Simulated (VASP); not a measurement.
Write the native input for VASP 6.6.1 that does the following.

| Quantity | Value |
| --- | --- |
| Task | single point |
| Functional | PBE |
| Potentials or basis | VASP PAW PBE potentials, release 64 (Ca_sv, Sc_sv, C, N) |
| Cutoff | 520 eV |
| k mesh | 4 × 4 × 4 |
| Occupations | gaussian, width 0.1 eV |
| Spin | collinear spin, ferromagnetic start |
| Starting moments | [0.0, 0.0, 1.0, 1.0, 1.0, 1.0, 1.0, 1.0, 1.0, 1.0, 1.0, 1.0, 1.0, 1.0] μB |
| Dipole correction | no |
| Further INCAR settings | ALGO = Normal; EDIFF = 1e-07; NBANDS = 54 |

The structure of CaScC6N6 lies in POSCAR:

```
CaScC6N6
1.0
    0.0000000000      5.3960000000      5.3960000000
    5.3960000000      0.0000000000      5.3960000000
    5.3960000000      5.3960000000      0.0000000000
Ca Sc C N
1 1 6 6
Direct
    0.0000000000      0.0000000000      0.0000000000
    0.5000000000      0.5000000000      0.5000000000
    0.8048554500      0.1951445500      0.1951445500
    0.1951445500      0.8048554500      0.1951445500
    0.1951445500      0.1951445500      0.8048554500
    0.1951445500      0.8048554500      0.8048554500
    0.8048554500      0.1951445500      0.8048554500
    0.8048554500      0.8048554500      0.1951445500
    0.6964418100      0.3035581900      0.3035581900
    0.3035581900      0.6964418100      0.3035581900
    0.3035581900      0.3035581900      0.6964418100
    0.3035581900      0.6964418100      0.6964418100
    0.6964418100      0.3035581900      0.6964418100
    0.6964418100      0.6964418100      0.3035581900
```

The input as run:

INCAR

```
  ALGO = Normal
  EDIFF = 1E-7
  ENCUT = 520
  GGA = PE
  ISIF = 2
  ISMEAR = 0
  ISPIN = 2
  LASPH = True
  LCHARG = True
  LELF = True
  LMAXMIX = 4
  LORBIT = 11
  LREAL = False
  LVHAR = True
  LWAVE = False
  MAGMOM = 0 0 1 1 1 1 1 1 1 1 1 1 1 1
  NBANDS = 54
  NELM = 150
  PREC = Accurate
  SIGMA = 0.1
```

KPOINTS

```
k-points
0
Gamma
  4 4 4
```

Potentials or basis: VASP PAW PBE potentials, release 64 (Ca_sv, Sc_sv, C, N).

Command:

```console
$ cat potpaw_PBE.64/Ca_sv/POTCAR potpaw_PBE.64/Sc_sv/POTCAR potpaw_PBE.64/C/POTCAR potpaw_PBE.64/N/POTCAR > POTCAR
$ mpirun -np 1 vasp_std > vasp.out
```

Results of the run:

| Quantity | Value |
| --- | --- |
| Pressure | 12.1 GPa |
| Largest force | 3.619 eV/Å |
| Band gap on the k mesh | zero (filled and empty bands overlap) |
| Net moment | 0.98 μB per cell |
| Site moments | Ca +0.06; Sc +0.01; C +0.08; N +0.03 μB |
| Valence electrons inside the program's atomic spheres | Ca 8.75; Sc 9.50; C 2.60; N 3.91 |

Caveat: forces of over 1 eV/Å act on the atoms, so gaps and moduli don't describe the material at rest.

It took 9.7 min on 1 thread of AMD EPYC 7R43 64-Core Processor (Zen 3) (shared host), peak memory 0.74 GiB.
